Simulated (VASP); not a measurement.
# WS2 (P6_3/mmc) in VASP: a series of runs

WS2 is run at these levels: PBE; tasks: single point.

Everything below comes from runs of VASP 6.6.1. Logs are shortened: lines on timing, memory, paths and dates and some standing lists are left out, and cuts for length are marked.

## Step 1: The cell of the first run

Symmetry: P6_3/mmc, No. 194, hexagonal system. Conventional cell: a = 3.006 Å, b = 3.006 Å, c = 10.936 Å, α = 90.00°, β = 90.00°, γ = 120.00°. Within 3.1 Å of W (site symmetry -6m2) lie 6 S at 2.35 Å and 6 W at 3.01 Å. S (site symmetry 3m) has 3 W at 2.35 Å and 10 S at 2.87 to 3.18 Å within 3.2 Å.

## Step 2: Single point, PBE

Input file INCAR:

```
ALGO = Normal ; EDIFF = 1E-6
ENCUT = 520 ; GGA = PE
ISIF = 2 ; ISMEAR = 0
LASPH = T ; LCHARG = F
LREAL = F ; LWAVE = F
NBANDS = 35 ; NELM = 80
PREC = Accurate ; SIGMA = 0.02
```

Input file KPOINTS:

```
k-points
0
Gamma
  12 12 4
```

Input file POSCAR:

```
WS2
1.0
    3.0061797905      0.0000000000      0.0000000000
   -1.5030898953      2.6034280669      0.0000000000
    0.0000000000      0.0000000000     10.9364766060
W S
2 4
Direct
    0.3333333333      0.6666666667      0.2500000000
    0.6666666667      0.3333333333      0.7500000000
    0.3333333333      0.6666666667      0.6047086461
    0.6666666667      0.3333333333      0.1047086461
    0.3333333333      0.6666666667      0.8952913539
    0.6666666667      0.3333333333      0.3952913539
```

Potentials or basis: VASP PAW PBE potentials, release 64 (W_sv, S).

Run with:

```sh
$ cat potpaw_PBE.64/W_sv/POTCAR potpaw_PBE.64/S/POTCAR > POTCAR
$ mpirun -np 1 vasp_std > vasp.out
```

OUTCAR:

```text
EDIFF = 1E-6
   ENCUT = 520
   GGA = PE
   ISIF = 2
   ISMEAR = 0
   LASPH = T
   LREAL = F
   NELM = 80
   PREC = Accurate

 ion  position               nearest neighbor table
   1  0.333  0.667  0.250-   4 2.35   6 2.35   4 2.35   6 2.35   4 2.35   6 2.35
   2  0.667  0.333  0.750-   3 2.35   5 2.35   3 2.35   5 2.35   3 2.35   5 2.35
   3  0.333  0.667  0.605-   2 2.35   2 2.35   2 2.35
   4  0.667  0.333  0.105-   1 2.35   1 2.35   1 2.35
   5  0.333  0.667  0.895-   2 2.35   2 2.35   2 2.35
   6  0.667  0.333  0.395-   1 2.35   1 2.35   1 2.35

  LATTYP: Found a hexagonal cell.
 ALAT       =     3.0061797905
 C/A-ratio  =     3.6379981798

  Lattice vectors:

 A1 = (   3.0061797905,   0.0000000000,   0.0000000000)
 A2 = (  -1.5030898953,   2.6034280669,   0.0000000000)
 A3 = (   0.0000000000,   0.0000000000,  10.9364766060)

Analysis of symmetry for initial positions (statically):
=====================================================================
 Subroutine PRICEL returns:
 Original cell was already a primitive cell.

 Routine SETGRP: Setting up the symmetry group for a
 hexagonal supercell.

 Subroutine GETGRP returns: Found 24 space group operations
 (whereof 12 operations were pure point group operations)
 out of a pool of 24 trial point group operations.

The static configuration has the point symmetry D_3d.
 The point group associated with its full space group is D_6h.

Analysis of symmetry for dynamics (positions and initial velocities):
=====================================================================
 Subroutine PRICEL returns:
 Original cell was already a primitive cell.

 Routine SETGRP: Setting up the symmetry group for a
 hexagonal supercell.

 Subroutine GETGRP returns: Found 24 space group operations
 (whereof 12 operations were pure point group operations)
 out of a pool of 24 trial point group operations.

The dynamic configuration has the point symmetry D_3d.
 The point group associated with its full space group is D_6h.

 Subroutine INISYM returns: Found 24 space group operations
 (whereof 12 operations are pure point group operations),
 and found     1 'primitive' translations

----------------------------------------------------------------------------------------

                                     Primitive cell

  volume of cell :      85.5929

  direct lattice vectors                    reciprocal lattice vectors
     3.006179791  0.000000000  0.000000000     0.332648101  0.192054471  0.000000000
    -1.503089895  2.603428067  0.000000000     0.000000000  0.384108942  0.000000000
     0.000000000  0.000000000 10.936476606     0.000000000  0.000000000  0.091437127

  length of vectors
     3.006179791  3.006179791 10.936476606     0.384108942  0.384108942  0.091437127

  position of ions in fractional coordinates (direct lattice)
     0.333333333  0.666666667  0.250000000
     0.666666667  0.333333333  0.750000000
     0.333333333  0.666666667  0.604708646
     0.666666667  0.333333333  0.104708646
     0.333333333  0.666666667  0.895291354
     0.666666667  0.333333333  0.395291354

  ion indices of the primitive-cell ions
   primitive index   ion index
                 1           1
                 2           2
                 3           3
                 4           4
                 5           5
                 6           6

----------------------------------------------------------------------------------------

 KPOINTS: k-points

Automatic generation of k-mesh.
 Grid dimensions read from file:
 generate k-points for:   12   12    4

 Generating k-lattice:

  Cartesian coordinates                     Fractional coordinates (reciprocal lattice)
     0.027720675  0.016004539  0.000000000     0.083333333  0.000000000  0.000000000
     0.000000000  0.032009078  0.000000000     0.000000000  0.083333333  0.000000000
     0.000000000  0.000000000  0.022859282     0.000000000  0.000000000  0.250000000

  Length of vectors
     0.032009078  0.032009078  0.022859282

  Shift w.r.t. Gamma in fractional coordinates (k-lattice)
     0.000000000  0.000000000  0.000000000

 Subroutine IBZKPT returns following result:
 ===========================================

 Found     57 irreducible k-points:

 Following reciprocal coordinates:
            Coordinates               Weight
  0.000000  0.000000  0.000000      1.000000
  0.083333 -0.000000  0.000000      6.000000
  0.166667  0.000000  0.000000      6.000000
  0.250000  0.000000  0.000000      6.000000
  0.333333 -0.000000  0.000000      6.000000
  0.416667 -0.000000  0.000000      6.000000
[... 16 lines left out ...]
  0.250000  0.000000  0.250000     12.000000
  0.333333 -0.000000  0.250000     12.000000
 [... further k-points ...]
   k-points           NKPTS =     57   k-points in BZ     NKDIM =     57   number of bands    NBANDS=     35
   number of dos      NEDOS =    301   number of ions     NIONS =      6
   total plane-waves  NPLWV =  48384
   dimension x,y,z NGX =    24 NGY =   24 NGZ =   84
   dimension x,y,z NGXF=    48 NGYF=   48 NGZF=  168
   ions per type =               2   4
   NGX,Y,Z   is equivalent  to a cutoff of  13.27, 13.27, 12.77 a.u.
   NGXF,Y,Z  is equivalent  to a cutoff of  26.54, 26.54, 25.54 a.u.
 SYSTEM =  unknown system
   PREC   = accura    normal or accurate (medium, high low for compatibility)
   ISTART =      0    job   : 0-new  1-cont  2-samecut
   ICHARG =      2    charge: 1-file 2-atom 10-const
   ISPIN  =      1    spin polarized calculation?
   LNONCOLLINEAR =      F non collinear calculations
   LSORBIT =      F    spin-orbit coupling
   LASPH  =      T    aspherical Exc in radial PAW
   ENCUT  =  520.0 eV  38.22 Ry    6.18 a.u.   5.59  5.59 20.33*2*pi/ulx,y,z
   NELM   =     80;   NELMIN=  2; NELMDL= -5     # of ELM steps
   EDIFF  = 0.1E-05   stopping-criterion for ELM
   LREAL  =      F    real-space projection
   EDIFFG = 0.1E-04   stopping-criterion for IOM
   NSW    =      0    number of steps for IOM
   IBRION =     -1    ionic relax: 0-MD 1-quasi-New 2-CG
   NFREE  =      0    steps in history (QN), initial steepest desc. (CG)
   ISIF   =      2    stress and relaxation
   ISYM   =      2    0-nonsym 1-usesym 2-fastsym
   POTIM  = 0.5000    time-step for ionic-motion
   TEBEG  =    0.0;   TEEND  =   0.0 temperature during run
   PSTRESS=    0.0 pullay stress
   NELECT =      52.0000    total number of electrons
   NUPDOWN=      -1.0000    fix difference up-down
   EMIN   =  10.00;   EMAX   =-10.00  energy-range for DOS
   EFERMI =   0.00;   METHOD = LEGACY
   ISMEAR =     0;   SIGMA  =   0.02  broadening in eV -4-tet -1-fermi 0-gaus
   EFERMI_NEDOS =   21; number of points for ismear=-14 and -15
   IALGO  =     38    algorithm
   IMIX   =      4    mixing-type and parameters
     AMIX     =   0.40;   BMIX     =  1.00
     AMIX_MAG =   1.60;   BMIX_MAG =  1.00
  volume/ion in A,a.u.               =      14.27        96.27
  Fermi-wavevector in a.u.,A,eV,Ry     =   1.386532  2.620166 26.156813  1.922472
  Thomas-Fermi vector in A             =   2.510839
   LORBIT       =      0    0 simple, 1 ext, 2 COOP (PROOUT), +10 PAW based schemes
   GGA     = PE    functional components
   LHFCALC =     F    Hartree Fock is set to
   AEXX    =    0.0000 exact exchange contribution
   IVDW    =     0    specifies the selected vdW correction
   LEPSILON=     F    determine dielectric tensor
   LRPA    =     F    only Hartree local field effects (RPA)
 non-spin polarized calculation
 Gauss-broadening in eV      SIGMA  =   0.02
  energy-cutoff  :      520.00
  volume of cell :       85.59
 maximum number of plane-waves:      2356
 NGX is ok and might be reduce to    24
   NGX = 11   NGY = 11   NGZ = 41

 number of electron      52.0000004 magnetization

 Free energy of the ion-electron system (eV)
  ---------------------------------------------------
  ext. energy  EPLUGINS =         0.00000000
  ---------------------------------------------------
  free energy    TOTEN  =       -45.48426741 eV

  energy without entropy =      -45.48425462  energy(sigma->0) =      -45.48426102

 E-fermi :  11.0082     XC(G=0): -12.3099

 val. band max:       10.9856599494   @ k =   0.0000   0.0000   0.0000
 cond. band min:      11.0415626788   @ k =   0.1667   0.1667   0.0000
 fundamental gap:      0.0559027294
 Fermi energy:        11.0082288061

 k-point     1 :       0.0000    0.0000    0.0000
  band No.  band energies     occupation
      1     -63.8709      2.00000
      2     -63.8708      2.00000
      3     -28.2780      2.00000
      4     -28.2774      2.00000
      5     -27.9126      2.00000
      6     -27.9126      2.00000
[... 27 lines left out ...]
     34      13.5577      0.00000
     35      16.2334      0.00000

 k-point     2 :       0.0833   -0.0000    0.0000
  band No.  band energies     occupation
      1     -63.8683      2.00000
      2     -63.8683      2.00000
      3     -28.2702      2.00000
      4     -28.2695      2.00000
      5     -27.9548      2.00000
      6     -27.9548      2.00000
[... 27 lines left out ...]
     34      13.4764      0.00000
     35      16.8621      0.00000

 k-point     3 :       0.1667    0.0000    0.0000
  band No.  band energies     occupation
      1     -63.8613      2.00000
      2     -63.8613      2.00000
      3     -28.2486      2.00000
      4     -28.2480      2.00000
      5     -28.0686      2.00000
      6     -28.0685      2.00000
[... 27 lines left out ...]
     34      14.1454      0.00000
     35      17.7322      0.00000
[... 723 lines left out ...]
 k-point    23 :       0.2500    0.0000    0.2500
  band No.  band energies     occupation
      1     -63.8518      2.00000
      2     -63.8518      2.00000
      3     -28.2207      2.00000
      4     -28.2207      2.00000
      5     -28.2189      2.00000
      6     -28.2186      2.00000
[... 27 lines left out ...]
     34      14.7728      0.00000
     35      17.0593      0.00000

 k-point    24 :       0.3333   -0.0000    0.2500
  band No.  band energies     occupation
      1     -63.8423      2.00000
      2     -63.8423      2.00000
      3     -28.3694      2.00000
      4     -28.3694      2.00000
      5     -28.1891      2.00000
      6     -28.1889      2.00000
[... 27 lines left out ...]
     34      15.2197      0.00000
     35      16.2264      0.00000

 [... further k-points ...]

------------------------ aborting loop because EDIFF is reached ----------------------------------------

  FORCE on cell =-STRESS in cart. coord.  units (eV):
  Direction    XX          YY          ZZ          XY          YZ          ZX
  --------------------------------------------------------------------------------------
  -------------------------------------------------------------------------------------
  Total       16.0414753     16.0414753     16.0490869     -0.0000000      0.0000000      0.0000000
  in kB      300.2734463    300.2734463    300.4159237     -0.0000000      0.0000000      0.0000000
  external PRESSURE =     300.3209388 kB  Pullay stress =       0.0000000 kB

 VOLUME and BASIS-vectors are now :
 -----------------------------------------------------------------------------
  energy-cutoff  :      520.00
  volume of cell :       85.59
      direct lattice vectors                 reciprocal lattice vectors
     3.006179791  0.000000000  0.000000000     0.332648101  0.192054471  0.000000000
    -1.503089895  2.603428067  0.000000000     0.000000000  0.384108942  0.000000000
     0.000000000  0.000000000 10.936476606     0.000000000  0.000000000  0.091437127

 POSITION                                       TOTAL-FORCE (eV/Angst)
 -----------------------------------------------------------------------------------
     -0.00000      1.73562      2.73412         0.000000      0.000000      0.000000
      1.50309      0.86781      8.20236         0.000000     -0.000000      0.000000
     -0.00000      1.73562      6.61338        -0.000000     -0.000000      0.002719
      1.50309      0.86781      1.14514        -0.000000      0.000000      0.002719
     -0.00000      1.73562      9.79133         0.000000     -0.000000     -0.002719
      1.50309      0.86781      4.32309        -0.000000      0.000000     -0.002719
 -----------------------------------------------------------------------------------
    total drift:                               -0.000000      0.000000     -0.000000

  FREE ENERGIE OF THE ION-ELECTRON SYSTEM (eV)
  ---------------------------------------------------
  free  energy   TOTEN  =       -45.4842674138 eV

  energy  without entropy=      -45.4842546232  energy(sigma->0) =      -45.48426102
```

Run time: 58 s. Hardware: 1 thread of Intel Xeon 6975P-C (Granite Rapids), shared host; peak memory 0.28 GiB.

Results:

| Quantity | Value |
| --- | --- |
| Free energy | -45.4843 eV |
| Pressure | 30.0 GPa |
| Band gap on the k mesh | 0.06 eV (least direct gap 1.23 eV) |

Forces on the atoms (eV/Å):
```
W    0.000  0.000  0.000
W    0.000  0.000  0.000
S    0.000  0.000  0.003
S    0.000  0.000  0.003
S    0.000  0.000 -0.003
S    0.000  0.000 -0.003
```

Caveat: the cell stands under pressure; spin-orbit coupling is left out, which moves the levels of the heavy elements. A k mesh can miss the band edges.

## Step 3: Single point, PBE

Input file INCAR:

```
SYSTEM = WS2
PREC = Accurate
ENCUT = 520
EDIFF = 1E-6
ISMEAR = 0
SIGMA = 0.02
LREAL = .False.
LASPH = .True.
NELM = 100
ALGO = Normal
ISIF = 2
LWAVE = .False.
LCHARG = .False.
GGA = PE
NBANDS = 35
```

Input file KPOINTS:

```
regular mesh
0
Gamma
  12 12 4
  0 0 0
```

POSCAR is that of step 2.

Potentials or basis: VASP PAW PBE potentials, release 64 (W_sv, S).

Run with:

```sh
$ cat potpaw_PBE.64/W_sv/POTCAR potpaw_PBE.64/S/POTCAR > POTCAR
$ mpirun -np 1 vasp_std > vasp.out
```

Run time: 56 s. Hardware: 1 thread of Intel Xeon 6975P-C (Granite Rapids), shared host; peak memory 0.29 GiB.

The run converged. Its results:

| Item | Value |
| --- | --- |
| Free energy | -45.4843 eV |
| Pressure | 30.0 GPa |
| Band gap on the k mesh | 0.06 eV (least direct gap 1.23 eV) |

Forces on the atoms (eV/Å):
```
W    0.000  0.000  0.000
W    0.000  0.000  0.000
S    0.000  0.000  0.003
S    0.000  0.000  0.003
S    0.000  0.000 -0.003
S    0.000  0.000 -0.003
```

Levels at points of the mesh, in eV from the valence-band top:
```
           k point  band 23  band 24  band 25  band 26  band 27  band 28  band 29  band 30
(0.00, 0.00, 0.00)    -2.33    -2.33    -0.76     0.00     1.71     1.71     2.10     2.10
(0.50, 0.00, 0.00)    -2.69    -2.63    -2.11    -1.71     2.06     2.52     2.66     2.81
(0.00, 0.00, 0.50)    -2.48    -2.48    -0.22    -0.22     1.93     1.93     1.93     1.93
(0.50, 0.00, 0.50)    -2.29    -2.29    -2.20    -2.20     2.55     2.55     2.69     2.69
```

Caveat: the cell stands under pressure; spin-orbit coupling is left out, which moves the levels of the heavy elements. A k mesh can miss the band edges.
